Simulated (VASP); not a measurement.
The system is MgZn4Te.

```xyz
6
Lattice="0.0000 3.8096 3.8096 3.8096 0.0000 3.8096 3.8096 3.8096 0.0000" Properties=species:S:1:pos:R:3 pbc="T T T"
Mg    0.0000    0.0000    0.0000
Zn    4.7485    2.8708    2.8708
Zn    2.8708    4.7485    2.8708
Zn    4.7485    4.7485    4.7485
Zn    2.8708    2.8708    4.7485
Te    1.9048    1.9048    1.9048
```

The cell was built from a structure type or drawn by symmetry, and may not be a known phase.

| Item | Value |
| --- | --- |
| Program | VASP 6.6.1 |
| Task | relaxation of cell and atoms |
| Functional | PBE |
| Potentials or basis | VASP PAW PBE potentials, release 64 (Mg, Zn, Te) |
| Cutoff | 600 eV |
| k mesh | 8 × 8 × 8 |
| Occupations | gaussian, width 0.1 eV |
| Spin | no spin polarisation |

At the start: pressure 1.8 GPa; volume 18.43 Å³/atom.

Q: How do energy, volume and symmetry change on relaxing?

A: Over 7 steps the energy falls by 8.7 meV/atom and the volume is 18.97 Å³/atom (+3.0 %); space group F-43m (No. 216, to 0.1 Å) before and after.

Step by step:
```
step  energy change (eV)  largest force (eV/Å)  pressure (GPa)  volume (Å³)
   1              0.0000                0.4474            1.76       110.58
   2             -0.0454                0.1837            0.11       113.86
   3             -0.0482                0.1018           -0.49       115.07
   4             -0.0482                0.1089           -0.46       114.97
   5             -0.0517                0.0400           -0.19       114.25
   6             -0.0521                0.0171            0.08       113.68
   7             -0.0522                0.0015            0.04       113.84
```

Final structure:
```cif
data_structure
_symmetry_space_group_name_H-M 'P 1'
_symmetry_Int_Tables_number 1
_cell_length_a 5.4401
_cell_length_b 5.4401
_cell_length_c 5.4401
_cell_angle_alpha 60.000
_cell_angle_beta 60.000
_cell_angle_gamma 60.000
_cell_volume 113.84
loop_
_atom_site_label
_atom_site_type_symbol
_atom_site_fract_x
_atom_site_fract_y
_atom_site_fract_z
_atom_site_occupancy
Mg1 Mg 0.00000 0.00000 0.00000 1
Zn1 Zn 0.12130 0.62623 0.62623 1
Zn2 Zn 0.62623 0.12130 0.62623 1
Zn3 Zn 0.62623 0.62623 0.62623 1
Zn4 Zn 0.62623 0.62623 0.12130 1
Te1 Te 0.25000 0.25000 0.25000 1
```
